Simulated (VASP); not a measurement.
# Sn (Fd-3m) in VASP: notebook

Sn is run at these levels: PBE; tasks: single point.

Everything below comes from runs of VASP 6.6.1. Logs are shortened: lines on timing, memory, paths and dates and some standing lists are left out, and cuts for length are marked.

## 1. The cell of the first run

The structure is cubic, space group Fd-3m (No. 227). Conventional cell: a = 6.520 Å, b = 6.520 Å, c = 6.520 Å, α = 90.00°, β = 90.00°, γ = 90.00°. Sn (site symmetry -43m) has 4 Sn at 2.82 Å within 3.7 Å.

## 2. Single point, PBE (volume changed by -6%)

The input, INCAR:

```
ALGO = Normal
EDIFF = 1E-6
ENCUT = 520
GGA = PE
ISIF = 2
ISMEAR = -1
LASPH = True
LCHARG = False
LREAL = False
LWAVE = False
NBANDS = 21
NELM = 60
PREC = Accurate
SIGMA = 0.02
```

The input, KPOINTS:

```
k-points
0
Gamma
  6 6 6
```

The input, POSCAR:

```
Sn
1.0
    0.0000000000      3.2597902657      3.2597902657
    3.2597902657      0.0000000000      3.2597902657
    3.2597902657      3.2597902657      0.0000000000
Sn
2
Direct
    0.0000000000      0.0000000000      0.0000000000
    0.2500000000      0.2500000000      0.2500000000
```

Potentials or basis: VASP PAW PBE potentials, release 64 (Sn_d).

Launch:

```bash
$ cat potpaw_PBE.64/Sn_d/POTCAR > POTCAR
$ mpirun -np 1 vasp_std > vasp.out
```

OUTCAR:

```text
EDIFF = 1E-6
   ENCUT = 520
   GGA = PE
   ISIF = 2
   ISMEAR = -1
   LASPH = True
   LREAL = False
   NELM = 60
   PREC = Accurate

 ion  position               nearest neighbor table
   1  0.000  0.000  0.000-   2 2.82   2 2.82   2 2.82   2 2.82
   2  0.250  0.250  0.250-   1 2.82   1 2.82   1 2.82   1 2.82

  LATTYP: Found a face centered cubic cell.
 ALAT       =     6.5195805314

  Lattice vectors:

 A1 = (   0.0000000000,   3.2597902657,   3.2597902657)
 A2 = (   3.2597902657,   0.0000000000,   3.2597902657)
 A3 = (   3.2597902657,   3.2597902657,   0.0000000000)

Analysis of symmetry for initial positions (statically):
=====================================================================
 Subroutine PRICEL returns:
 Original cell was already a primitive cell.

 Routine SETGRP: Setting up the symmetry group for a
 face centered cubic supercell.

 Subroutine GETGRP returns: Found 48 space group operations
 (whereof 24 operations were pure point group operations)
 out of a pool of 48 trial point group operations.

The static configuration has the point symmetry T_d .
 The point group associated with its full space group is O_h .

Analysis of symmetry for dynamics (positions and initial velocities):
=====================================================================
 Subroutine PRICEL returns:
 Original cell was already a primitive cell.

 Routine SETGRP: Setting up the symmetry group for a
 face centered cubic supercell.

 Subroutine GETGRP returns: Found 48 space group operations
 (whereof 24 operations were pure point group operations)
 out of a pool of 48 trial point group operations.

The dynamic configuration has the point symmetry T_d .
 The point group associated with its full space group is O_h .

 Subroutine INISYM returns: Found 48 space group operations
 (whereof 24 operations are pure point group operations),
 and found     1 'primitive' translations

----------------------------------------------------------------------------------------

                                     Primitive cell

  volume of cell :      69.2786

  direct lattice vectors                    reciprocal lattice vectors
     0.000000000  3.259790266  3.259790266    -0.153384101  0.153384101  0.153384101
     3.259790266  0.000000000  3.259790266     0.153384101 -0.153384101  0.153384101
     3.259790266  3.259790266  0.000000000     0.153384101  0.153384101 -0.153384101

  length of vectors
     4.610039604  4.610039604  4.610039604     0.265669056  0.265669056  0.265669056

  position of ions in fractional coordinates (direct lattice)
     0.000000000  0.000000000  0.000000000
     0.250000000  0.250000000  0.250000000

  ion indices of the primitive-cell ions
   primitive index   ion index
                 1           1
                 2           2

----------------------------------------------------------------------------------------

 KPOINTS: k-points

Automatic generation of k-mesh.
 Grid dimensions read from file:
 generate k-points for:    6    6    6

 Generating k-lattice:

  Cartesian coordinates                     Fractional coordinates (reciprocal lattice)
    -0.025564017  0.025564017  0.025564017     0.166666667  0.000000000  0.000000000
     0.025564017 -0.025564017  0.025564017     0.000000000  0.166666667  0.000000000
     0.025564017  0.025564017 -0.025564017     0.000000000  0.000000000  0.166666667

  Length of vectors
     0.044278176  0.044278176  0.044278176

  Shift w.r.t. Gamma in fractional coordinates (k-lattice)
     0.000000000  0.000000000  0.000000000

 Subroutine IBZKPT returns following result:
 ===========================================

 Found     16 irreducible k-points:

 Following reciprocal coordinates:
            Coordinates               Weight
  0.000000  0.000000  0.000000      1.000000
  0.166667  0.000000  0.000000      8.000000
  0.333333  0.000000  0.000000      8.000000
  0.500000  0.000000  0.000000      4.000000
  0.166667  0.166667  0.000000      6.000000
  0.333333  0.166667  0.000000     24.000000
[... 8 lines left out ...]
 -0.333333  0.333333  0.166667     24.000000
 -0.333333  0.500000  0.166667     12.000000
   k-points           NKPTS =     16   k-points in BZ     NKDIM =     16   number of bands    NBANDS=     21
   number of dos      NEDOS =    301   number of ions     NIONS =      2
   total plane-waves  NPLWV =  46656
   dimension x,y,z NGX =    36 NGY =   36 NGZ =   36
   dimension x,y,z NGXF=    72 NGYF=   72 NGZF=   72
   ions per type =               2
   NGX,Y,Z   is equivalent  to a cutoff of  12.98, 12.98, 12.98 a.u.
   NGXF,Y,Z  is equivalent  to a cutoff of  25.96, 25.96, 25.96 a.u.
 SYSTEM =  unknown system
   PREC   = accura    normal or accurate (medium, high low for compatibility)
   ISTART =      0    job   : 0-new  1-cont  2-samecut
   ICHARG =      2    charge: 1-file 2-atom 10-const
   ISPIN  =      1    spin polarized calculation?
   LNONCOLLINEAR =      F non collinear calculations
   LSORBIT =      F    spin-orbit coupling
   LASPH  =      T    aspherical Exc in radial PAW
   ENCUT  =  520.0 eV  38.22 Ry    6.18 a.u.   8.57  8.57  8.57*2*pi/ulx,y,z
   NELM   =     60;   NELMIN=  2; NELMDL= -5     # of ELM steps
   EDIFF  = 0.1E-05   stopping-criterion for ELM
   LREAL  =      F    real-space projection
   EDIFFG = 0.1E-04   stopping-criterion for IOM
   NSW    =      0    number of steps for IOM
   IBRION =     -1    ionic relax: 0-MD 1-quasi-New 2-CG
   NFREE  =      0    steps in history (QN), initial steepest desc. (CG)
   ISIF   =      2    stress and relaxation
   ISYM   =      2    0-nonsym 1-usesym 2-fastsym
   POTIM  = 0.5000    time-step for ionic-motion
   TEBEG  =    0.0;   TEEND  =   0.0 temperature during run
   PSTRESS=    0.0 pullay stress
   NELECT =      28.0000    total number of electrons
   NUPDOWN=      -1.0000    fix difference up-down
   EMIN   =  10.00;   EMAX   =-10.00  energy-range for DOS
   EFERMI =   0.00;   METHOD = LEGACY
   ISMEAR =    -1;   SIGMA  =   0.02  broadening in eV -4-tet -1-fermi 0-gaus
   EFERMI_NEDOS =   21; number of points for ismear=-14 and -15
   IALGO  =     38    algorithm
   IMIX   =      4    mixing-type and parameters
     AMIX     =   0.40;   BMIX     =  1.00
     AMIX_MAG =   1.60;   BMIX_MAG =  1.00
  volume/ion in A,a.u.               =      34.64       233.76
  Fermi-wavevector in a.u.,A,eV,Ry     =   1.210397  2.287319 19.933365  1.465061
  Thomas-Fermi vector in A             =   2.345945
   LORBIT       =      0    0 simple, 1 ext, 2 COOP (PROOUT), +10 PAW based schemes
   GGA     = PE    functional components
   LHFCALC =     F    Hartree Fock is set to
   AEXX    =    0.0000 exact exchange contribution
   IVDW    =     0    specifies the selected vdW correction
   LEPSILON=     F    determine dielectric tensor
   LRPA    =     F    only Hartree local field effects (RPA)
 non-spin polarized calculation
  energy-cutoff  :      520.00
  volume of cell :       69.28
 maximum number of plane-waves:      1892
 NGX is ok and might be reduce to    36
   NGX = 17   NGY = 17   NGZ = 17

 number of electron      27.9999992 magnetization

 Free energy of the ion-electron system (eV)
  ---------------------------------------------------
  ext. energy  EPLUGINS =         0.00000000
  ---------------------------------------------------
  free energy    TOTEN  =        -7.62589388 eV

  energy without entropy =       -7.62536795  energy(sigma->0) =       -7.62563091

 E-fermi :   5.4682     XC(G=0):  -8.8096

 val. band max:        5.1536212427   @ k =   0.1667   0.0000   0.0000
 cond. band min:       5.4684104903   @ k =   0.5000   0.0000   0.0000
 fundamental gap:      0.3147892476
 Fermi energy:         5.4682293161

 k-point     1 :       0.0000    0.0000    0.0000
  band No.  band energies     occupation
      1     -16.1520      2.00000
      2     -16.1520      2.00000
      3     -16.1520      2.00000
      4     -16.0944      2.00000
      5     -16.0944      2.00000
      6     -15.7965      2.00000
[... 13 lines left out ...]
     20      13.4267      0.00000
     21      13.4267      0.00000

 k-point     2 :       0.1667    0.0000    0.0000
  band No.  band energies     occupation
      1     -16.1676      2.00000
      2     -16.1676      2.00000
      3     -16.1458      2.00000
      4     -16.0718      2.00000
      5     -16.0718      2.00000
      6     -15.8261      2.00000
[... 13 lines left out ...]
     20      12.3985      0.00000
     21      12.3985      0.00000

 k-point     3 :       0.3333    0.0000    0.0000
  band No.  band energies     occupation
      1     -16.1827      2.00000
      2     -16.1827      2.00000
      3     -16.1328      2.00000
      4     -16.0447      2.00000
      5     -16.0447      2.00000
      6     -15.8488      2.00000
[... 13 lines left out ...]
     20      12.8089      0.00000
     21      12.8089      0.00000

 k-point     4 :       0.5000    0.0000    0.0000
  band No.  band energies     occupation
      1     -16.1870      2.00000
      2     -16.1870      2.00000
      3     -16.1259      2.00000
      4     -16.0361      2.00000
      5     -16.0361      2.00000
      6     -15.8550      2.00000
[... 13 lines left out ...]
     20      14.2507      0.00000
     21      14.2540      0.00000

 k-point     5 :       0.1667    0.1667    0.0000
  band No.  band energies     occupation
      1     -16.1659      2.00000
      2     -16.1659      2.00000
      3     -16.1603      2.00000
      4     -16.0735      2.00000
      5     -16.0457      2.00000
      6     -15.8708      2.00000
[... 13 lines left out ...]
     20      12.0779      0.00000
     21      13.7336      0.00000

 k-point     6 :       0.3333    0.1667    0.0000
  band No.  band energies     occupation
      1     -16.1925      2.00000
      2     -16.1809      2.00000
      3     -16.1340      2.00000
      4     -16.0455      2.00000
      5     -16.0106      2.00000
      6     -15.9067      2.00000
[... 13 lines left out ...]
     20      13.1711      0.00000
     21      13.8050      0.00000

 k-point     7 :       0.5000    0.1667    0.0000
  band No.  band energies     occupation
      1     -16.2088      2.00000
      2     -16.1919      2.00000
      3     -16.1012      2.00000
      4     -16.0189      2.00000
      5     -16.0078      2.00000
      6     -15.9021      2.00000
[... 13 lines left out ...]
     20      14.1523      0.00000
     21      14.3621      0.00000

 k-point     8 :      -0.3333    0.1667    0.0000
  band No.  band energies     occupation
      1     -16.2047      2.00000
      2     -16.1950      2.00000
      3     -16.0974      2.00000
      4     -16.0343      2.00000
      5     -16.0093      2.00000
      6     -15.8852      2.00000
[... 13 lines left out ...]
     20      12.7857      0.00000
     21      14.1686      0.00000

 k-point     9 :      -0.1667    0.1667    0.0000
  band No.  band energies     occupation
      1     -16.1859      2.00000
      2     -16.1821      2.00000
      3     -16.1283      2.00000
      4     -16.0585      2.00000
      5     -16.0357      2.00000
      6     -15.8650      2.00000
[... 13 lines left out ...]
     20      12.8459      0.00000
     21      13.0001      0.00000

 k-point    10 :       0.3333    0.3333    0.0000
  band No.  band energies     occupation
      1     -16.1905      2.00000
      2     -16.1905      2.00000
      3     -16.1377      2.00000
      4     -16.0167      2.00000
      5     -15.9734      2.00000
      6     -15.9549      2.00000
[... 13 lines left out ...]
     20      14.6609      0.00000
     21      14.8329      0.00000

 k-point    11 :       0.5000    0.3333    0.0000
  band No.  band energies     occupation
      1     -16.2129      2.00000
      2     -16.1990      2.00000
      3     -16.0913      2.00000
      4     -16.0008      2.00000
      5     -15.9809      2.00000
      6     -15.9267      2.00000
[... 13 lines left out ...]
     20      14.8075      0.00000
     21      15.0818      0.00000

 k-point    12 :      -0.3333    0.3333    0.0000
  band No.  band energies     occupation
      1     -16.2239      2.00000
      2     -16.2016      2.00000
      3     -16.0707      2.00000
      4     -15.9749      2.00000
      5     -15.9675      2.00000
      6     -15.9466      2.00000
[... 13 lines left out ...]
     20      12.8474      0.00000
     21      16.1220      0.00000

 k-point    13 :       0.5000    0.5000    0.0000
  band No.  band energies     occupation
      1     -16.2016      2.00000
      2     -16.2016      2.00000
      3     -16.0710      2.00000
      4     -16.0710      2.00000
      5     -15.9399      2.00000
      6     -15.9399      2.00000
[... 13 lines left out ...]
     20      14.7190      0.00000
     21      15.8689      0.00000

 k-point    14 :       0.5000    0.3333    0.1667
  band No.  band energies     occupation
      1     -16.2074      2.00000
      2     -16.2019      2.00000
      3     -16.0943      2.00000
      4     -16.0170      2.00000
      5     -15.9720      2.00000
      6     -15.9451      2.00000
[... 13 lines left out ...]
     20      13.5269      0.00000
     21      15.2378      0.00000

 k-point    15 :      -0.3333    0.3333    0.1667
  band No.  band energies     occupation
      1     -16.2206      2.00000
      2     -16.2065      2.00000
      3     -16.0628      2.00000
      4     -15.9915      2.00000
      5     -15.9629      2.00000
      6     -15.9499      2.00000
[... 13 lines left out ...]
     20      14.7931      0.00000
     21      15.1697      0.00000

 k-point    16 :      -0.3333    0.5000    0.1667
  band No.  band energies     occupation
      1     -16.2147      2.00000
      2     -16.2147      2.00000
      3     -16.0326      2.00000
      4     -16.0326      2.00000
      5     -15.9438      2.00000
      6     -15.9438      2.00000
[... 13 lines left out ...]
     20      14.4819      0.00000
     21      15.6786      0.00000

------------------------ aborting loop because EDIFF is reached ----------------------------------------

  FORCE on cell =-STRESS in cart. coord.  units (eV):
  Direction    XX          YY          ZZ          XY          YZ          ZX
  --------------------------------------------------------------------------------------
  -------------------------------------------------------------------------------------
  Total        1.1129147      1.1129147      1.1129147      0.0000000      0.0000000      0.0000000
  in kB       25.7379218     25.7379218     25.7379218      0.0000000      0.0000000      0.0000000
  external PRESSURE =      25.7379218 kB  Pullay stress =       0.0000000 kB

 VOLUME and BASIS-vectors are now :
 -----------------------------------------------------------------------------
  energy-cutoff  :      520.00
  volume of cell :       69.28
      direct lattice vectors                 reciprocal lattice vectors
     0.000000000  3.259790266  3.259790266    -0.153384101  0.153384101  0.153384101
     3.259790266  0.000000000  3.259790266     0.153384101 -0.153384101  0.153384101
     3.259790266  3.259790266  0.000000000     0.153384101  0.153384101 -0.153384101

 POSITION                                       TOTAL-FORCE (eV/Angst)
 -----------------------------------------------------------------------------------
      0.00000      0.00000      0.00000         0.000000      0.000000      0.000000
      1.62990      1.62990      1.62990        -0.000000     -0.000000     -0.000000
 -----------------------------------------------------------------------------------
    total drift:                                0.000000      0.000000      0.000000

  FREE ENERGIE OF THE ION-ELECTRON SYSTEM (eV)
  ---------------------------------------------------
  free  energy   TOTEN  =        -7.6258938787 eV

  energy  without entropy=       -7.6253679512  energy(sigma->0) =       -7.62563091
```

It took 39 s on 1 thread of AMD EPYC 7R43 (Zen 3), shared host; peak memory 0.17 GiB.

Results:

```
Free energy            : -7.6259 eV
Pressure               : 2.6 GPa
Band gap on the k mesh : zero (band 14 reaches 5.59 eV, above the bottom of band 15 at 5.47 eV)
```

Caveat: the cell differs from its parent crystal (volume changed by -6%); spin-orbit coupling is left out, which moves the levels of the heavy elements.

## 3. Single point, PBE

This run uses another cell than the first one, of 35.43 Å³/atom, 1.023 times its volume.

The input, INCAR:

```
PREC = Accurate ; ENCUT = 520
EDIFF = 1E-6 ; ISMEAR = -1
SIGMA = 0.02 ; LREAL = F
LASPH = T ; NELM = 100
ALGO = Normal ; ISIF = 2
LWAVE = F ; LCHARG = F
GGA = PE ; NBANDS = 21
```

The input, KPOINTS:

```
Automatic mesh
0
Gamma
  6 6 6
```

The input, POSCAR:

```
Sn
1.0
    0.0000000000      3.2844877107      3.2844877107
    3.2844877107      0.0000000000      3.2844877107
    3.2844877107      3.2844877107      0.0000000000
Sn
2
Direct
    0.0000000000      0.0000000000      0.0000000000
    0.2500000000      0.2500000000      0.2500000000
```

Potentials or basis: VASP PAW PBE potentials, release 64 (Sn_d).

Launch:

```bash
$ cat potpaw_PBE.64/Sn_d/POTCAR > POTCAR
$ mpirun -np 1 vasp_std > vasp.out
```

It took 35 s on 1 thread of AMD EPYC 7R43 (Zen 3), shared host; peak memory 0.17 GiB.

The run converged. Its results:

```
Free energy            : -7.6467 eV
Pressure               : 1.5 GPa
Band gap on the k mesh : zero (band 14 reaches 5.36 eV, above the bottom of band 15 at 5.19 eV)
```

Levels at points of the mesh, in eV from the Fermi level:
```csv
k point,band 10,band 11,band 12,band 13,band 14,band 15,band 16,band 17,band 18,band 19
"(0.00, 0.00, 0.00)",-21.20,-10.29,-0.81,0.16,0.16,0.16,2.23,2.23,2.23,5.07
"(0.50, 0.00, 0.00)",-21.15,-8.74,-6.09,-0.99,-0.99,0.00,3.29,3.29,5.75,8.44
"(0.50, 0.50, 0.00)",-21.13,-7.31,-7.31,-2.27,-2.27,0.94,0.94,7.57,7.57,9.13
```

Caveat: spin-orbit coupling is left out, which moves the levels of the heavy elements.

## 4. Single point, PBE (volume changed by -3%)

The input, INCAR:

```
ALGO     = Normal         # electronic algorithm
EDIFF    = 1E-6           # SCF threshold, eV
ENCUT    = 520            # plane-wave cutoff, eV
GGA      = PE             # functional
ISIF     = 2              # what is computed and relaxed
ISMEAR   = -1             # smearing method
LASPH    = True           # aspherical terms in the spheres
LCHARG   = False          # write CHGCAR
LREAL    = False          # projectors in reciprocal space
LWAVE    = False          # write WAVECAR
NBANDS   = 21             # bands
NELM     = 80             # most SCF steps
PREC     = Accurate       # precision mode
SIGMA    = 0.02           # smearing width, eV
```

The input, KPOINTS:

```
k-points
0
Gamma
  6 6 6
```

The input, POSCAR:

```
Sn
1.0
    0.0000000000      3.2941063692      3.2941063692
    3.2941063692      0.0000000000      3.2941063692
    3.2941063692      3.2941063692      0.0000000000
Sn
2
Direct
    0.0000000000      0.0000000000      0.0000000000
    0.2500000000      0.2500000000      0.2500000000
```

Launch:

```bash
$ cat potpaw_PBE.64/Sn_d/POTCAR > POTCAR
$ mpirun -np 1 vasp_std > vasp.out
```

Run time: 46 s. Hardware: 1 thread of AMD EPYC 7R43 (Zen 3), shared host; peak memory 0.17 GiB.

It converged, with:

- Free energy: -7.6521 eV
- Pressure: 1.2 GPa
- Band gap on the k mesh: zero (band 14 reaches 5.27 eV, above the bottom of band 15 at 5.09 eV)

Levels at points of the mesh, in eV from the Fermi level:
| k point | band 12 | band 13 | band 14 | band 15 | band 16 | band 17 |
| --- | --- | --- | --- | --- | --- | --- |
| (0.00, 0.00, 0.00) | -0.86 | 0.18 | 0.18 | 0.18 | 2.24 | 2.24 |
| (0.50, 0.00, 0.00) | -6.04 | -0.96 | -0.96 | 0.00 | 3.30 | 3.30 |
| (0.50, 0.50, 0.00) | -7.27 | -2.23 | -2.23 | 0.96 | 0.96 | 7.53 |

Caveat: the cell differs from its parent crystal (volume changed by -3%); spin-orbit coupling is left out, which moves the levels of the heavy elements.

(Part 1 of 2 ends here.)
